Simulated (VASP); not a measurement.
The system is V.

```
V
1.0
     2.48000    0.00000    0.00000
     0.00000    2.48000    0.00000
     0.00000    0.00000    2.48000
V
1
Cartesian
  0.0000 0.0000 0.0000
```

This isn't the form of V at room conditions, which is bcc.

* Program: VASP 6.6.1
* Task: relaxation of cell and atoms
* Functional: PBE
* Potentials or basis: VASP PAW PBE potentials, release 64 (V_sv)
* Cutoff: 600 eV
* k mesh: 10 × 10 × 10
* Occupations: fermi-dirac, width 0.1 eV
* Spin: collinear spin, ferromagnetic start
* Starting moments: [1.5] μB

At the start: pressure -3.6 GPa; volume 15.25 Å³/atom.

Where does the relaxation end?

Over 3 steps the energy falls by 4.9 meV/atom and the volume is 14.83 Å³/atom (-2.8 %); space group Pm-3m (No. 221, to 0.1 Å) before and after; moment 0.00 μB per cell.

Step by step:
```tsv
step	energy change (eV)	largest force (eV/Å)	pressure (GPa)	volume (Å³)
1	0.0000	0.0000	-3.61	15.25
2	-0.0019	0.0000	3.07	14.51
3	-0.0049	0.0000	-0.01	14.83
```

Final structure:
```
V
1.0
     2.45672    0.00000    0.00000
     0.00000    2.45672    0.00000
     0.00000    0.00000    2.45672
V
1
Cartesian
  0.0000 0.0000 0.0000
```
